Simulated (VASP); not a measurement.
# Hf (P6_3/mmc) in VASP: notebook

Runs on Hf. Level: PBE. Tasks: single point.

Program: VASP 6.6.1. These are calculated values, not measurements. Logs are shortened: lines on timing, memory, paths and dates and some standing lists are left out, and cuts for length are marked.

### Step 1. The cell of the first run

It takes space group P6_3/mmc (No. 194, hexagonal). Conventional cell: a = 3.197 Å, b = 3.197 Å, c = 4.299 Å, α = 90.00°, β = 90.00°, γ = 120.00°. Hf (site symmetry -6m2) has 12 Hf at 2.83 to 3.20 Å within 3.7 Å.

### Step 2. Single point, PBE (strain -0.1500 x Voigt [0, 0, 1, 0, 0, 0])

The input, INCAR:

```
PREC = Accurate
ENCUT = 520
EDIFF = 1E-6
ISMEAR = 0
SIGMA = 0.15
LREAL = False
LASPH = True
NELM = 100
ALGO = Fast
ISIF = 2
LWAVE = False
LCHARG = True
GGA = PE
LELF = True
LVHAR = True
NBANDS = 17
```

The input, KPOINTS:

```
regular mesh
0
Gamma
  18 18 10
```

The input, POSCAR:

```
Hf
1.0
    3.1966985242      0.0000000000      0.0000000000
   -1.5983492621      2.7684221302      0.0000000000
    0.0000000000      0.0000000000      4.2991300000
Hf
2
Direct
    0.3333333333      0.6666666667      0.2500000000
    0.6666666667      0.3333333333      0.7500000000
```

Potentials or basis: VASP PAW PBE potentials, release 64 (Hf_pv).

The run is started by

```sh
> cat potpaw_PBE.64/Hf_pv/POTCAR > POTCAR
> mpirun -np 1 vasp_std > vasp.out
```

OUTCAR:

```text
PREC = Accurate
   ENCUT = 520
   EDIFF = 1E-6
   ISMEAR = 0
   LREAL = False
   LASPH = True
   NELM = 100
   ISIF = 2
   GGA = PE

 ion  position               nearest neighbor table
   1  0.333  0.667  0.250-   2 2.83   2 2.83   2 2.83   2 2.83   2 2.83   2 2.83
   2  0.667  0.333  0.750-   1 2.83   1 2.83   1 2.83   1 2.83   1 2.83   1 2.83

  LATTYP: Found a hexagonal cell.
 ALAT       =     3.1966985242
 C/A-ratio  =     1.3448656379

  Lattice vectors:

 A1 = (   3.1966985242,   0.0000000000,   0.0000000000)
 A2 = (  -1.5983492621,   2.7684221302,   0.0000000000)
 A3 = (   0.0000000000,   0.0000000000,   4.2991300000)

Analysis of symmetry for initial positions (statically):
=====================================================================
 Subroutine PRICEL returns:
 Original cell was already a primitive cell.

 Routine SETGRP: Setting up the symmetry group for a
 hexagonal supercell.

 Subroutine GETGRP returns: Found 24 space group operations
 (whereof 12 operations were pure point group operations)
 out of a pool of 24 trial point group operations.

The static configuration has the point symmetry D_3d.
 The point group associated with its full space group is D_6h.

Analysis of symmetry for dynamics (positions and initial velocities):
=====================================================================
 Subroutine PRICEL returns:
 Original cell was already a primitive cell.

 Routine SETGRP: Setting up the symmetry group for a
 hexagonal supercell.

 Subroutine GETGRP returns: Found 24 space group operations
 (whereof 12 operations were pure point group operations)
 out of a pool of 24 trial point group operations.

The dynamic configuration has the point symmetry D_3d.
 The point group associated with its full space group is D_6h.

 Subroutine INISYM returns: Found 24 space group operations
 (whereof 12 operations are pure point group operations),
 and found     1 'primitive' translations

----------------------------------------------------------------------------------------

                                     Primitive cell

  volume of cell :      38.0465

  direct lattice vectors                    reciprocal lattice vectors
     3.196698524  0.000000000  0.000000000     0.312822743  0.180608295  0.000000000
    -1.598349262  2.768422130  0.000000000     0.000000000  0.361216589  0.000000000
     0.000000000  0.000000000  4.299130000     0.000000000  0.000000000  0.232605202

  length of vectors
     3.196698524  3.196698524  4.299130000     0.361216589  0.361216589  0.232605202

  position of ions in fractional coordinates (direct lattice)
     0.333333333  0.666666667  0.250000000
     0.666666667  0.333333333  0.750000000

  ion indices of the primitive-cell ions
   primitive index   ion index
                 1           1
                 2           2

----------------------------------------------------------------------------------------

 KPOINTS: regular mesh

Automatic generation of k-mesh.
 Grid dimensions read from file:
 generate k-points for:   18   18   10

 Generating k-lattice:

  Cartesian coordinates                     Fractional coordinates (reciprocal lattice)
     0.017379041  0.010033794  0.000000000     0.055555556  0.000000000  0.000000000
     0.000000000  0.020067588  0.000000000     0.000000000  0.055555556  0.000000000
     0.000000000  0.000000000  0.023260520     0.000000000  0.000000000  0.100000000

  Length of vectors
     0.020067588  0.020067588  0.023260520

  Shift w.r.t. Gamma in fractional coordinates (k-lattice)
     0.000000000  0.000000000  0.000000000

 Subroutine IBZKPT returns following result:
 ===========================================

 Found    222 irreducible k-points:

 Following reciprocal coordinates:
            Coordinates               Weight
  0.000000  0.000000  0.000000      1.000000
  0.055556 -0.000000  0.000000      6.000000
  0.111111 -0.000000  0.000000      6.000000
  0.166667 -0.000000  0.000000      6.000000
  0.222222  0.000000  0.000000      6.000000
  0.277778  0.000000  0.000000      6.000000
[... 16 lines left out ...]
  0.333333  0.111111  0.000000     12.000000
  0.388889  0.111111  0.000000     12.000000
 [... further k-points ...]
   k-points           NKPTS =    222   k-points in BZ     NKDIM =    222   number of bands    NBANDS=     17
   number of dos      NEDOS =    301   number of ions     NIONS =      2
   total plane-waves  NPLWV =  18432
   dimension x,y,z NGX =    24 NGY =   24 NGZ =   32
   dimension x,y,z NGXF=    48 NGYF=   48 NGZF=   64
   ions per type =               2
   NGX,Y,Z   is equivalent  to a cutoff of  12.48, 12.48, 12.37 a.u.
   NGXF,Y,Z  is equivalent  to a cutoff of  24.96, 24.96, 24.75 a.u.
 SYSTEM =  unknown system
   PREC   = accura    normal or accurate (medium, high low for compatibility)
   ISTART =      0    job   : 0-new  1-cont  2-samecut
   ICHARG =      2    charge: 1-file 2-atom 10-const
   ISPIN  =      1    spin polarized calculation?
   LNONCOLLINEAR =      F non collinear calculations
   LSORBIT =      F    spin-orbit coupling
   LASPH  =      T    aspherical Exc in radial PAW
   ENCUT  =  520.0 eV  38.22 Ry    6.18 a.u.   5.94  5.94  7.99*2*pi/ulx,y,z
   NELM   =    100;   NELMIN=  2; NELMDL= -5     # of ELM steps
   EDIFF  = 0.1E-05   stopping-criterion for ELM
   LREAL  =      F    real-space projection
   EDIFFG = 0.1E-04   stopping-criterion for IOM
   NSW    =      0    number of steps for IOM
   IBRION =     -1    ionic relax: 0-MD 1-quasi-New 2-CG
   NFREE  =      0    steps in history (QN), initial steepest desc. (CG)
   ISIF   =      2    stress and relaxation
   ISYM   =      2    0-nonsym 1-usesym 2-fastsym
   POTIM  = 0.5000    time-step for ionic-motion
   TEBEG  =    0.0;   TEEND  =   0.0 temperature during run
   PSTRESS=    0.0 pullay stress
   NELECT =      20.0000    total number of electrons
   NUPDOWN=      -1.0000    fix difference up-down
   EMIN   =  10.00;   EMAX   =-10.00  energy-range for DOS
   EFERMI =   0.00;   METHOD = LEGACY
   ISMEAR =     0;   SIGMA  =   0.15  broadening in eV -4-tet -1-fermi 0-gaus
   EFERMI_NEDOS =   21; number of points for ismear=-14 and -15
   IALGO  =     68    algorithm
   IMIX   =      4    mixing-type and parameters
     AMIX     =   0.40;   BMIX     =  1.00
     AMIX_MAG =   1.60;   BMIX_MAG =  1.00
  volume/ion in A,a.u.               =      19.02       128.38
  Fermi-wavevector in a.u.,A,eV,Ry     =   1.321235  2.496772 23.751162  1.745661
  Thomas-Fermi vector in A             =   2.451003
   LORBIT       =      0    0 simple, 1 ext, 2 COOP (PROOUT), +10 PAW based schemes
   GGA     = PE    functional components
   LHFCALC =     F    Hartree Fock is set to
   AEXX    =    0.0000 exact exchange contribution
   IVDW    =     0    specifies the selected vdW correction
   LEPSILON=     F    determine dielectric tensor
   LRPA    =     F    only Hartree local field effects (RPA)
 non-spin polarized calculation
 RMM-DIIS sequential band-by-band and
 Gauss-broadening in eV      SIGMA  =   0.15
  energy-cutoff  :      520.00
  volume of cell :       38.05
 maximum number of plane-waves:      1047
 NGX is ok and might be reduce to    24
   NGX = 11   NGY = 11   NGZ = 15

 number of electron      20.0000004 magnetization

 Free energy of the ion-electron system (eV)
  ---------------------------------------------------
  ext. energy  EPLUGINS =         0.00000000
  ---------------------------------------------------
  free energy    TOTEN  =       -19.05407818 eV

  energy without entropy =      -19.03913597  energy(sigma->0) =      -19.04660708

 E-fermi :   6.0328     XC(G=0): -12.0304

 val. band max:        6.0313772619   @ k =   0.3889   0.1111   0.0000
 cond. band min:       6.0404893745   @ k =   0.0556  -0.0000   0.3000
 fundamental gap:      0.0091121125
 Fermi energy:         6.0327563093

 k-point     1 :       0.0000    0.0000    0.0000
  band No.  band energies     occupation
      1     -25.2295      2.00000
      2     -24.0615      2.00000
      3     -24.0615      2.00000
      4     -23.6276      2.00000
      5     -23.6276      2.00000
      6     -23.3977      2.00000
[... 9 lines left out ...]
     16       9.3267      0.00000
     17      12.0270      0.00000

 k-point     2 :       0.0556   -0.0000    0.0000
  band No.  band energies     occupation
      1     -25.2160      2.00000
      2     -24.0788      2.00000
      3     -24.0706      2.00000
      4     -23.6485      2.00000
      5     -23.6268      2.00000
      6     -23.4089      2.00000
[... 9 lines left out ...]
     16       9.5334      0.00000
     17      12.1474      0.00000

 k-point     3 :       0.1111   -0.0000    0.0000
  band No.  band energies     occupation
      1     -25.1760      2.00000
      2     -24.1289      2.00000
      3     -24.0963      2.00000
      4     -23.7075      2.00000
      5     -23.6253      2.00000
      6     -23.4419      2.00000
[... 9 lines left out ...]
     16       9.9961      0.00000
     17      12.4679      0.00000

 k-point     4 :       0.1667   -0.0000    0.0000
  band No.  band energies     occupation
      1     -25.1114      2.00000
      2     -24.2063      2.00000
      3     -24.1338      2.00000
      4     -23.7951      2.00000
      5     -23.6244      2.00000
      6     -23.4957      2.00000
[... 9 lines left out ...]
     16      10.5301      0.00000
     17      12.9040      0.00000
[... 343 lines left out ...]
      1     -24.7774      2.00000
      2     -24.5005      2.00000
      3     -24.3234      2.00000
      4     -24.0656      2.00000
      5     -23.7855      2.00000
      6     -23.6705      2.00000
[... 9 lines left out ...]
     16      12.2126      0.00000
     17      14.2492      0.00000

 k-point    23 :       0.3333    0.1111    0.0000
  band No.  band energies     occupation
      1     -24.6663      2.00000
      2     -24.5822      2.00000
      3     -24.3367      2.00000
      4     -24.1414      2.00000
      5     -23.8864      2.00000
      6     -23.6785      2.00000
[... 9 lines left out ...]
     16      12.6882      0.00000
     17      15.1990      0.00000

 k-point    24 :       0.3889    0.1111    0.0000
  band No.  band energies     occupation
      1     -24.6355      2.00000
      2     -24.5741      2.00000
      3     -24.3358      2.00000
      4     -24.1996      2.00000
      5     -23.9719      2.00000
      6     -23.6838      2.00000
[... 9 lines left out ...]
     16      13.1301      0.00000
     17      14.1552      0.00000

 [... further k-points ...]
[... 5 lines left out ...]
  --------------------------------------------------------------------------------------
  -------------------------------------------------------------------------------------
  Total        4.2145280      4.2145280      9.6902959      0.0000000      0.0000000     -0.0000000
  in kB      177.4781736    177.4781736    408.0684806      0.0000000      0.0000000     -0.0000000
  external PRESSURE =     254.3416093 kB  Pullay stress =       0.0000000 kB

 VOLUME and BASIS-vectors are now :
 -----------------------------------------------------------------------------
  energy-cutoff  :      520.00
  volume of cell :       38.05
      direct lattice vectors                 reciprocal lattice vectors
     3.196698524  0.000000000  0.000000000     0.312822743  0.180608295  0.000000000
    -1.598349262  2.768422130  0.000000000     0.000000000  0.361216589  0.000000000
     0.000000000  0.000000000  4.299130000     0.000000000  0.000000000  0.232605202

 POSITION                                       TOTAL-FORCE (eV/Angst)
 -----------------------------------------------------------------------------------
     -0.00000      1.84561      1.07478        -0.000000     -0.000000      0.000000
      1.59835      0.92281      3.22435         0.000000      0.000000      0.000000
 -----------------------------------------------------------------------------------
    total drift:                               -0.000000      0.000000     -0.000000

  FREE ENERGIE OF THE ION-ELECTRON SYSTEM (eV)
  ---------------------------------------------------
  free  energy   TOTEN  =       -19.0540781791 eV

  energy  without entropy=      -19.0391359719  energy(sigma->0) =      -19.04660708
```

Run time: 3.3 min. Hardware: 1 thread of Intel Xeon Platinum 8259CL at 2.50GHz (Skylake/Cascade Lake), shared host; peak memory 0.24 GiB.

What came out:

```yaml
Free_energy: -19.0541 eV
Pressure: 25.4 GPa
Band_gap_on_the_k_mesh: zero (bands 10 and 11 overlap by 1.39 eV)
```

Caveat: the cell differs from its parent crystal (strain -0.1500 x Voigt [0, 0, 1, 0, 0, 0]); the cell stands under pressure; spin-orbit coupling is left out, which moves the levels of the heavy elements.

(Part 1 of 2 ends here.)
